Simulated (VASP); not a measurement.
# Si (Ia-3) in VASP: further runs, part 2 of 2

VASP 6.6.1.

## 4. Relaxation of cell and atoms, r2SCAN

This run uses another cell than the first one, of 18.43 Å³/atom.

POSCAR reads:

```
Si
1.0
   -3.3278250000      3.3278250000      3.3278250000
    3.3278250000     -3.3278250000      3.3278250000
    3.3278250000      3.3278250000     -3.3278250000
Si
8
Direct
    0.7031140000      0.7031140000      0.7031140000
    0.5000000000      0.0000000000      0.7968860000
    0.0000000000      0.7968860000      0.5000000000
    0.7968860000      0.5000000000      0.0000000000
    0.2968860000      0.2968860000      0.2968860000
    0.5000000000      0.0000000000      0.2031140000
    0.0000000000      0.2031140000      0.5000000000
    0.2031140000      0.5000000000      0.0000000000
```

INCAR.step1 reads:

```
ALGO = Normal
EDIFF = 1E-4
ENCUT = 600
GGA = PE
ISMEAR = -1
LASPH = T
LCHARG = F
LREAL = F
LWAVE = T
NELM = 100
PREC = Accurate
SIGMA = 0.05
```

INCAR.step2 reads:

```
ALGO = Normal
EDIFF = 1E-7
EDIFFG = -0.01
ENCUT = 600
IBRION = 2
ISIF = 3
ISMEAR = -1
ISTART = 1
LASPH = T
LCHARG = F
LMIXTAU = T
LREAL = F
LWAVE = F
METAGGA = R2SCAN
NELM = 100
NSW = 60
PREC = Accurate
SIGMA = 0.05
```

KPOINTS reads:

```
k-points
0
Gamma
  6 6 6
```

Potentials or basis: VASP PAW PBE potentials, release 64 (Si).

Run with:

```bash
> cat potpaw_PBE.64/Si/POTCAR > POTCAR
> cp INCAR.step1 INCAR
> mpirun -np 1 vasp_std > vasp.out
> cp INCAR.step2 INCAR
> mpirun -np 1 vasp_std > vasp.out
```

OUTCAR:

```text
EDIFF = 1E-7
   EDIFFG = -0.01
   ENCUT = 600
   IBRION = 2
   ISIF = 3
   ISMEAR = -1
   ISTART = 1
   LASPH = T
   LREAL = F
   METAGGA = R2SCAN
   NELM = 100
   NSW = 60
   PREC = Accurate

 ion  position               nearest neighbor table
   1  0.703  0.703  0.703-   5 2.34   3 2.39   4 2.39   2 2.39
   2  0.500  0.000  0.797-   6 2.34   4 2.39   1 2.39   3 2.39
   3  0.000  0.797  0.500-   7 2.34   1 2.39   4 2.39   2 2.39
   4  0.797  0.500  0.000-   8 2.34   3 2.39   1 2.39   2 2.39
   5  0.297  0.297  0.297-   1 2.34   6 2.39   7 2.39   8 2.39
   6  0.500  0.000  0.203-   2 2.34   5 2.39   8 2.39   7 2.39
   7  0.000  0.203  0.500-   3 2.34   5 2.39   8 2.39   6 2.39
   8  0.203  0.500  0.000-   4 2.34   5 2.39   6 2.39   7 2.39

  LATTYP: Found a body centered cubic cell.
 ALAT       =     6.6556500000

  Lattice vectors:

 A1 = (  -3.3278250000,   3.3278250000,   3.3278250000)
 A2 = (   3.3278250000,  -3.3278250000,   3.3278250000)
 A3 = (   3.3278250000,   3.3278250000,  -3.3278250000)

Analysis of symmetry for initial positions (statically):
=====================================================================
 Subroutine PRICEL returns:
 Original cell was already a primitive cell.

 Routine SETGRP: Setting up the symmetry group for a
 body centered cubic supercell.

 Subroutine GETGRP returns: Found 24 space group operations
 (whereof  6 operations were pure point group operations)
 out of a pool of 48 trial point group operations.

The static configuration has the point symmetry S_6 .
 The point group associated with its full space group is T_h .

Analysis of symmetry for dynamics (positions and initial velocities):
=====================================================================
 Subroutine PRICEL returns:
 Original cell was already a primitive cell.

 Routine SETGRP: Setting up the symmetry group for a
 body centered cubic supercell.

 Subroutine GETGRP returns: Found 24 space group operations
 (whereof  6 operations were pure point group operations)
 out of a pool of 48 trial point group operations.

[... 115 lines left out ...]
   TEBEG  =    0.0;   TEEND  =   0.0 temperature during run
   PSTRESS=    0.0 pullay stress
   NELECT =      32.0000    total number of electrons
   NUPDOWN=      -1.0000    fix difference up-down
   EMIN   =  10.00;   EMAX   =-10.00  energy-range for DOS
   EFERMI =   0.00;   METHOD = LEGACY
   ISMEAR =    -1;   SIGMA  =   0.05  broadening in eV -4-tet -1-fermi 0-gaus
   EFERMI_NEDOS =   21; number of points for ismear=-14 and -15
   IALGO  =     38    algorithm
   IMIX   =      4    mixing-type and parameters
     AMIX     =   0.40;   BMIX     =  1.00
     AMIX_MAG =   1.60;   BMIX_MAG =  1.00
  volume/ion in A,a.u.               =      18.43       124.35
  Fermi-wavevector in a.u.,A,eV,Ry     =   0.983885  1.859273 13.170844  0.968030
  Thomas-Fermi vector in A             =   2.115076
   LORBIT       =      0    0 simple, 1 ext, 2 COOP (PROOUT), +10 PAW based schemes
   METAGGA = R2SCAN    functional components
   LHFCALC =     F    Hartree Fock is set to
   AEXX    =    0.0000 exact exchange contribution
   IVDW    =     0    specifies the selected vdW correction
   LEPSILON=     F    determine dielectric tensor
   LRPA    =     F    only Hartree local field effects (RPA)
 conjugate gradient relaxation of ions
 non-spin polarized calculation
  energy-cutoff  :      600.00
  volume of cell :      147.41
 maximum number of plane-waves:      4949
 NGX is ok and might be reduce to    48
   NGX = 23   NGY = 23   NGZ = 23

--------------------------------------- Ionic step        1  -------------------------------------------

 number of electron      32.0000000 magnetization

 Free energy of the ion-electron system (eV)
  ---------------------------------------------------
  ext. energy  EPLUGINS =         0.00000000
  ---------------------------------------------------
  free energy    TOTEN  =       -68.68203073 eV

  energy without entropy =      -68.67887927  energy(sigma->0) =      -68.68045500

------------------------ aborting loop because EDIFF is reached ----------------------------------------

  FORCE on cell =-STRESS in cart. coord.  units (eV):
  Direction    XX          YY          ZZ          XY          YZ          ZX
  --------------------------------------------------------------------------------------
  -------------------------------------------------------------------------------------
  Total       -0.9101540     -0.9101540     -0.9101540     -0.0000000     -0.0000000      0.0000000
  in kB       -9.8919978     -9.8919978     -9.8919978     -0.0000000     -0.0000000      0.0000000
  external PRESSURE =      -9.8919978 kB  Pullay stress =       0.0000000 kB
[... 155 lines left out ...]
--------------------------------------- Ionic step        5  -------------------------------------------

 number of electron      31.9999999 magnetization

 Free energy of the ion-electron system (eV)
  ---------------------------------------------------
  ext. energy  EPLUGINS =         0.00000000
  ---------------------------------------------------
  free energy    TOTEN  =       -68.69273234 eV

  energy without entropy =      -68.69041164  energy(sigma->0) =      -68.69157199

 E-fermi :   7.1581     XC(G=0): -10.3825

 val. band max:        6.8279174811   @ k =   0.5000   0.5000   0.3333
 cond. band min:       7.1618729455   @ k =   0.5000   0.5000   0.5000
 fundamental gap:      0.3339554644
 Fermi energy:         7.1581149831

 k-point     1 :       0.0000    0.0000    0.0000
  band No.  band energies     occupation
      1      -6.2420      2.00000
      2      -1.6590      2.00000
      3      -1.3404      2.00000
      4      -1.3404      2.00000
      5      -1.3404      2.00000
      6       0.3411      2.00000
[... 456 lines left out ...]
  FREE ENERGIE OF THE ION-ELECTRON SYSTEM (eV)
  ---------------------------------------------------
  free  energy   TOTEN  =       -68.6927323424 eV

  energy  without entropy=      -68.6904116363  energy(sigma->0) =      -68.69157199

 reached required accuracy - stopping structural energy minimisation
```

OUTCAR.step1:

```text
EDIFF = 1E-4
   ENCUT = 600
   GGA = PE
   ISMEAR = -1
   LASPH = T
[... 668 lines left out ...]
      0.98798      0.98798      0.98798         0.020392      0.020392      0.020392
     -0.98798      2.33984      0.98798        -0.020392     -0.020392      0.020392
      2.33984      0.98798     -0.98798        -0.020392      0.020392     -0.020392
      0.98798     -0.98798      2.33984         0.020392     -0.020392     -0.020392
 -----------------------------------------------------------------------------------
    total drift:                               -0.000000      0.000000     -0.000000

  FREE ENERGIE OF THE ION-ELECTRON SYSTEM (eV)
  ---------------------------------------------------
  free  energy   TOTEN  =       -42.1346590180 eV

  energy  without entropy=      -42.1298159756  energy(sigma->0) =      -42.13223750
```

It took 22 min on 1 thread of Intel Xeon 8259CL, shared host; peak memory 0.37 GiB.

What came out:

```
Free energy                           : -68.6927 eV
Relaxed volume                        : 18.32 Å³/atom
Relaxed cell                          : a = 5.753 Å, b = 5.753 Å, c = 5.753 Å, α = 109.47°, β = 109.47°, γ = 109.47°
Space group after relaxing (to 0.1 Å) : Ia-3 (No. 206)
Energy gained by relaxing             : 1.3 meV/atom
Ionic steps                           : 5
Pressure after relaxing               : 0.0 GPa
Band gap on the k mesh                : zero (filled and empty bands touch)
```

The path:
```csv
step,energy change (eV),largest force (eV/Å),pressure (GPa),volume (Å³)
1,0.0000,0.1989,-0.99,147.41
2,-0.0053,0.0480,1.12,145.00
3,-0.0093,0.0534,0.27,145.94
4,-0.0106,0.0130,0.08,146.38
5,-0.0107,0.0017,0.02,146.54
```

Final structure:
```
Si
1.0
    -3.32126    3.32126    3.32126
     3.32126   -3.32126    3.32126
     3.32126    3.32126   -3.32126
Si
8
Direct
  0.70139 0.70139 0.70139
  0.50000 0.00000 0.79861
  0.00000 0.79861 0.50000
  0.79861 0.50000 0.00000
  0.29861 0.29861 0.29861
  0.50000 0.00000 0.20139
  0.00000 0.20139 0.50000
  0.20139 0.50000 0.00000
```

Caveat: semilocal functionals underestimate gaps, so a narrow gap can read as zero; the PAW data sets were made with another functional, which shifts forces and pressure a little.

## 5. The runs side by side

| task | cell | cutoff (eV) | gap on the mesh (eV) | pressure (GPa) | largest force (eV/Å) |
| --- | --- | --- | --- | --- | --- |
| single point | a = 5.757 Å, angles 109.5°, 8 atoms, atomic positions A | 520 | none | -0.2 | 0.01 |
| single point | a = 5.764 Å, angles 109.5°, 8 atoms, atomic positions B | 520 | none | -1.0 | 0.20 |
| relaxation of cell and atoms | relaxed from a = 5.764 Å, angles 109.5°, 8 atoms, atomic positions B | 600 | none | 0.0 | - |

Alike in all rows: level r2SCAN; potentials or basis VASP PAW PBE potentials, release 64 (Si); no spin polarisation; k mesh 6 × 6 × 6; smearing fermi-dirac 0.05 eV.

Caveats: semilocal functionals underestimate gaps, so a narrow gap can read as zero; the PAW data sets were made with another functional, which shifts forces and pressure a little.

Total energies depend on the potentials used, so only differences within one code and one set of settings carry meaning.
